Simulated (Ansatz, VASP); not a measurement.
**One calculation of CdSe, two programs**

```
CELL_PARAMETERS angstrom
0.00000 3.12914 2.97322
3.12914 0.00000 2.97322
3.12914 3.12914 0.00000
ATOMIC_POSITIONS crystal
Cd 0.00000 0.00000 0.00000
Se 0.25000 0.25000 0.25000
```

Change from the starting cell: epitaxial_xy strain +2.0%.

Alike in both runs: task single point; functional PBE; k mesh 8 × 8 × 8; occupations fermi-dirac, width 0.02 eV; no spin polarisation.

```csv
,VASP,Ansatz
version,VASP 6.6.1,Ansatz 0.2.0
potentials or method,"VASP PAW PBE potentials, release 64 (Cd, Se)","plane waves, PAW"
plane-wave cutoff (eV),520,420
valence electrons in the cell,18,36
```

Ansatz gave:

- pressure (GPa): 0.9
- traceless stress, the component that is largest in VASP (GPa): 0.51

Problem. What did VASP give for the same quantities?

Solution. Pressure (GPa): 1.2; traceless stress, the component that is largest in VASP (GPa): 0.50.

VASP's potentials hold 18 valence electrons a cell and Ansatz's 36, so a difference there can come from the potentials and not from the codes.
